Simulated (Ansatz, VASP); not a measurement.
# SnSe: VASP beside Ansatz

INCAR

```
ALGO = Normal ; EDIFF = 1E-7
ENCUT = 520 ; GGA = PS
ISIF = 2 ; ISMEAR = -1
LASPH = True ; LCHARG = False
LREAL = False ; LWAVE = False
NBANDS = 17 ; NELM = 80
PREC = Accurate ; SIGMA = 0.05
```

KPOINTS

```
k-points
0
Gamma
  11 11 11
```

Contents of POSCAR:

```
SnSe
1.0
    0.0000000000      3.0303709409      3.0303709409
    3.0303709409      0.0000000000      3.0303709409
    3.0303709409      3.0303709409      0.0000000000
Sn Se
1 1
Direct
    0.0000000000      0.0000000000      0.0000000000
    0.5000000000      0.5000000000      0.5000000000
```

Input for Ansatz:

```yaml
crystal:
  lattice:
    - [0.0, 3.0303709409, 3.0303709409]
    - [3.0303709409, 0.0, 3.0303709409]
    - [3.0303709409, 3.0303709409, 0.0]
  atoms:
    - { symbol: Sn, position: [0.0, 0.0, 0.0] }
    - { symbol: Se, position: [0.5, 0.5, 0.5] }
kpoints:
  mp_grid: { grid: [11, 11, 11] }
scf:
  occupations: { method: fermi_dirac, width: 0.05 }
hamiltonian:
  xc: pbesol
  pseudopotentials: { kind: all_electron, lapw: { basis_error: 0.001 } }
output:
  forces: true
  stress: true
  eigenvalues: true
```

Change from the starting cell: volume scaled by 1.02.

Alike in both runs: task single point; functional PBEsol; k mesh 11 × 11 × 11; occupations fermi-dirac, width 0.05 eV; no spin polarisation.

```csv
,VASP,Ansatz
version,VASP 6.6.1,Ansatz 0.2.0
potentials or method,"VASP PAW PBE potentials, release 64 (Sn_d, Se), cutoff 520 eV","all-electron LAPW, scalar-relativistic"
```

|  | VASP | Ansatz | Ansatz less VASP |
| --- | --- | --- | --- |
| pressure (GPa) | -2.7 | -2.7 | 0.00 |

VASP's potentials were made for PBE, not for PBEsol. Ansatz ran all-electron here, and VASP with PAW potentials.
